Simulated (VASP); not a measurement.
Write the native input for VASP 6.6.1 that does the following.

```yaml
Task: single point
Functional: PBE
Potentials_or_basis: VASP PAW PBE potentials, release 64 (Si, C)
Cutoff: 520 eV
k_mesh: 6 × 4 × 4
Occupations: gaussian, width 0.1 eV
Spin: collinear spin, ferromagnetic start
Starting_moments: "[0.0, 0.0, 0.0, 1.0, 1.0, 1.0, 1.0] μB"
Dipole_correction: no
Further_INCAR_settings: ALGO = Normal; EDIFF = 1e-07; NBANDS = 27
```

The structure of Si3C4 lies in POSCAR:

```
Si3C4
1.0
    3.1182001243      0.0000000000      0.0000000000
    0.0000000000      7.1144832500      0.0000000000
    0.0000000000      0.0000000000      4.8036999046
Si C
3 4
Direct
    0.5000000000      0.0000000000      0.5408304088
    0.5000000000      0.2609201433      0.8663057795
    0.5000000000      0.7390798567      0.8663057795
    0.5000000000      0.9065544174      0.1649489568
    0.5000000000      0.0934455826      0.1649489568
    0.0000000000      0.5975922981      0.8577478644
    0.0000000000      0.4024077019      0.8577478644
```

The input as run:

INCAR

```
PREC     = Accurate       # precision mode
ENCUT    = 520            # plane-wave cutoff, eV
EDIFF    = 1E-7           # SCF threshold, eV
ISMEAR   = 0              # smearing method
SIGMA    = 0.1            # smearing width, eV
LREAL    = F              # projectors in reciprocal space
LASPH    = T              # aspherical terms in the spheres
NELM     = 150            # most SCF steps
ALGO     = Normal         # electronic algorithm
ISIF     = 2              # what is computed and relaxed
LWAVE    = F              # write WAVECAR
LCHARG   = T              # write CHGCAR
ISPIN    = 2              # spin polarisation
MAGMOM   = 0 0 0 1 1 1 1  # initial moments
LORBIT   = 11             # projections on sites
GGA      = PE             # functional
LELF     = T              # ELF
LVHAR    = T            
NBANDS   = 27             # bands
```

KPOINTS

```
regular mesh
0
Gamma
  6 4 4
```

Potentials or basis: VASP PAW PBE potentials, release 64 (Si, C).

Launch:

```console
$ cat potpaw_PBE.64/Si/POTCAR potpaw_PBE.64/C/POTCAR > POTCAR
$ mpirun -np 1 vasp_std > vasp.out
```

It gave:

* Pressure: 0.7 GPa
* Largest force: 0.293 eV/Å
* Band gap on the k mesh: zero (filled and empty bands overlap)
* Net moment: 0.00 μB per cell
* Valence electrons inside the program's atomic spheres: Si 1.61, 1.71; C 2.53, 2.52

It took 110 s on 1 thread of AMD EPYC 9R45 96-Core Processor (Zen 5), on a shared host, peak memory 0.29 GiB.
